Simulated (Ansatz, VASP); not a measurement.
## One calculation of RbVS3, two programs

File INCAR:

```
SYSTEM = RbVS3
  PREC = Accurate
  ENCUT = 600
  EDIFF = 1E-6
  ISMEAR = 0
  SIGMA = 0.1
  LREAL = .False.
  LASPH = .True.
  NELM = 100
  ALGO = Normal
  ISIF = 3
  LWAVE = .False.
  LCHARG = .False.
  GGA = PE
  IBRION = 2
  NSW = 100
  EDIFFG = -0.01
```

KPOINTS

```
regular mesh
0
Gamma
  8 8 8
  0 0 0
```

File POSCAR:

```
RbVS3
1.0
    4.7308394600      0.0000000000      0.0000000000
    0.0000000000      4.7308394600      0.0000000000
    0.0000000000      0.0000000000      4.7308394600
Rb V S
1 1 3
Direct
    0.0000000000      0.0000000000      0.0000000000
    0.5000000000      0.5000000000      0.5000000000
    0.5000000000      0.5000000000      0.0000000000
    0.0000000000      0.5000000000      0.5000000000
    0.5000000000      0.0000000000      0.5000000000
```

Input for Ansatz:

```yaml
crystal:
  lattice:
    - [4.73083946, 0.0, 0.0]
    - [0.0, 4.73083946, 0.0]
    - [0.0, 0.0, 4.73083946]
  atoms:
    - { symbol: Rb, position: [0.0, 0.0, 0.0] }
    - { symbol: V, position: [0.5, 0.5, 0.5] }
    - { symbol: S, position: [0.5, 0.5, 0.0] }
    - { symbol: S, position: [0.0, 0.5, 0.5] }
    - { symbol: S, position: [0.5, 0.0, 0.5] }
basis:
  ecutwfc: 420
kpoints:
  mp_grid: { grid: [8, 8, 8] }
hamiltonian:
  xc: pbe
scf:
  occupations: { method: gaussian, width: 0.1 }
output:
  forces: true
  stress: true
  eigenvalues: true
relax:
  adjacent_minimum: "off"
  f_tol: 0.01
  max_steps: 80
  cell: { stress_tol: 0.05 }
```

Change from the starting cell: species swapped into the KVF3 type (Pm-3m, No. 221).

Alike in both runs: task relaxation of cell and atoms; functional PBE; k mesh 8 × 8 × 8; occupations gaussian, width 0.1 eV; no spin polarisation.

|  | VASP | Ansatz |
| --- | --- | --- |
| version | VASP 6.6.1 | Ansatz 0.2.0 |
| potentials or method | VASP PAW PBE potentials, release 64 (Rb_sv, V_sv, S), cutoff 600 eV | scalar-relativistic, plane waves, PAW |
| valence electrons in the cell | 40 | 40 |

Ansatz gave:

```
gap on the k mesh at the Fermi level, each at its own relaxed structure (eV)  : none
relaxed volume (Å³/atom)                                                      : 21.05
relaxed length of the cell vector where the two differ most in proportion (Å) : 4.721
```

Question: Estimate VASP's values.

Answer: gap on the k mesh at the Fermi level, each at its own relaxed structure (eV): none; relaxed volume (Å³/atom): 21.06; relaxed length of the cell vector where the two differ most in proportion (Å): 4.722.

A gap of «none» marks a metal or a gap that the smearing closes.
